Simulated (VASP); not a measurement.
Write the native input for VASP 6.6.1 that does the following.

```yaml
Task: single point
Functional: PBE
Potentials_or_basis: VASP PAW PBE potentials, release 64 (Sn_d, Se)
Cutoff: 520 eV
k_mesh: 12 × 12 × 6
Occupations: gaussian, width 0.05 eV
Spin: no spin polarisation
Dipole_correction: no
Further_INCAR_settings: ALGO = Normal; EDIFF = 1e-06; NBANDS = 20
```

The structure of SnSe2 lies in POSCAR:

```
SnSe2
1.0
    3.8109987816      0.0000000000      0.0000000000
   -1.9054993908      3.7954850224      0.0000000000
    0.0000000000      0.0000000000      6.1370000000
Sn Se
1 2
Direct
    0.0000000000      0.0000000000      0.0000000000
    0.3333333333      0.6666666667      0.2500000000
    0.6666666667      0.3333333333      0.7500000000
```

This cell differs from its parent crystal: strain +0.1500 x Voigt [0, 1, 0, 0, 0, 0].

These files were run (other wordings do the same):

INCAR

```
SYSTEM = SnSe2
  PREC = Accurate
  ENCUT = 520
  EDIFF = 1E-6
  ISMEAR = 0
  SIGMA = 0.05
  LREAL = .FALSE.
  LASPH = .TRUE.
  NELM = 80
  ALGO = Normal
  ISIF = 2
  LWAVE = .FALSE.
  LCHARG = .FALSE.
  GGA = PE
  NBANDS = 20
```

KPOINTS

```
Automatic mesh
0
G
  12 12 6
  0 0 0
```

Potentials or basis: VASP PAW PBE potentials, release 64 (Sn_d, Se).

The run is started by

```sh
$ cat potpaw_PBE.64/Sn_d/POTCAR potpaw_PBE.64/Se/POTCAR > POTCAR
$ mpirun -np 1 vasp_std > vasp.out
```

It gave:

```json
{
  "Pressure": "-2.6 GPa",
  "Largest force": "0.137 eV/Å",
  "Band gap on the k mesh": "zero (filled and empty bands touch)"
}
```

Caveat: the cell differs from its parent crystal (strain +0.1500 x Voigt [0, 1, 0, 0, 0, 0]); semilocal functionals underestimate gaps, so a narrow gap can read as zero; spin-orbit coupling is left out, which moves the levels of the heavy elements; this functional lacks dispersion, which binds the layers, so the pressure and a relaxed spacing across them are unreliable.

Wall time 5.8 min on 1 thread of Intel Xeon 8259CL (shared host), peak memory 0.51 GiB.
